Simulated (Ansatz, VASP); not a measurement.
# C: VASP beside Ansatz

```xyz
4
Lattice="1.2328 -2.1341 0.0000 1.2328 2.1341 0.0000 0.0000 0.0000 6.7990" Properties=species:S:1:pos:R:3 pbc="T T T"
C     1.0942    1.8585    5.0992
C     1.2328   -0.3556    1.6997
C     1.2328   -1.7786    1.6997
C     1.2328    0.3556    5.0992
```

Alike in both runs: task single point; functional PBE; dispersion D3(BJ); k mesh 22 × 22 × 8; occupations gaussian, width 0.15 eV; no spin polarisation.

|  | VASP | Ansatz |
| --- | --- | --- |
| version | VASP 6.6.1 | Ansatz 0.2.0 |
| potentials or method | VASP PAW PBE potentials, release 64 (C), cutoff 520 eV | scalar-relativistic, plane waves, PAW |
| valence electrons in the cell | 16 | 16 |

VASP gave:

| Item | Value |
| --- | --- |
| gap on the k mesh at the Fermi level (eV) | none |
| pressure (GPa) | 7.3 |
| traceless stress, the component that is largest in VASP (GPa) | -9.86 |
| rms of the force components (eV/Å) | 4.287 |

Task: Which values does Ansatz return?

Result: gap on the k mesh at the Fermi level (eV): none; pressure (GPa): 6.9; traceless stress, the component that is largest in VASP (GPa): -9.73; rms of the force components (eV/Å): 4.274.

Atom by atom the forces differ by 0.013 eV/Å (rms over components). A gap of «none» marks a metal or a gap that the smearing closes.
